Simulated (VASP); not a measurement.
A run of VASP 6.6.1 is set up as follows.

POSCAR

```
Pt
1.0
    0.0000000000      1.9518856309      1.9518856309
    1.9518856309      0.0000000000      1.9518856309
    1.9518856309      1.9518856309      0.0000000000
Pt
1
Direct
    0.0000000000      0.0000000000      0.0000000000
```

The input INCAR.step1:

```
ALGO     = Normal         # electronic algorithm
EDIFF    = 1E-4           # SCF threshold, eV
ENCUT    = 520            # plane-wave cutoff, eV
GGA      = PE             # functional
ISMEAR   = -1             # smearing method
LASPH    = True           # aspherical terms in the spheres
LCHARG   = False          # write CHGCAR
LREAL    = False          # projectors in reciprocal space
LWAVE    = True           # write WAVECAR
NBANDS   = 11             # bands
NELM     = 60             # most SCF steps
PREC     = Accurate       # precision mode
SIGMA    = 0.1            # smearing width, eV
```

File INCAR.step2:

```
ALGO     = Normal         # electronic algorithm
EDIFF    = 1E-6           # SCF threshold, eV
ENCUT    = 520            # plane-wave cutoff, eV
ISIF     = 2              # what is computed and relaxed
ISMEAR   = -1             # smearing method
ISTART   = 1            
LASPH    = True           # aspherical terms in the spheres
LCHARG   = False          # write CHGCAR
LMIXTAU  = True         
LREAL    = False          # projectors in reciprocal space
LWAVE    = False          # write WAVECAR
METAGGA  = R2SCAN         # meta-GGA
NBANDS   = 11             # bands
NELM     = 60             # most SCF steps
PREC     = Accurate       # precision mode
SIGMA    = 0.1            # smearing width, eV
```

KPOINTS

```
k-points
0
Gamma
  15 15 15
```

Potentials or basis: VASP PAW PBE potentials, release 64 (Pt).

Launch:

```sh
$ cat potpaw_PBE.64/Pt/POTCAR > POTCAR
$ cp INCAR.step1 INCAR
$ mpirun -np 1 vasp_std > vasp.out
$ cp INCAR.step2 INCAR
$ mpirun -np 1 vasp_std > vasp.out
```

Q: Estimate the pressure.

A: 9.4 GPa.

Q: Estimate the band gap on the k mesh.

A: Zero (band 5 reaches 11.77 eV, above the bottom of band 6 at 9.39 eV).

Caveat: the PAW data sets were made with another functional, which shifts forces and pressure a little; spin-orbit coupling is left out, which moves the levels of the heavy elements.
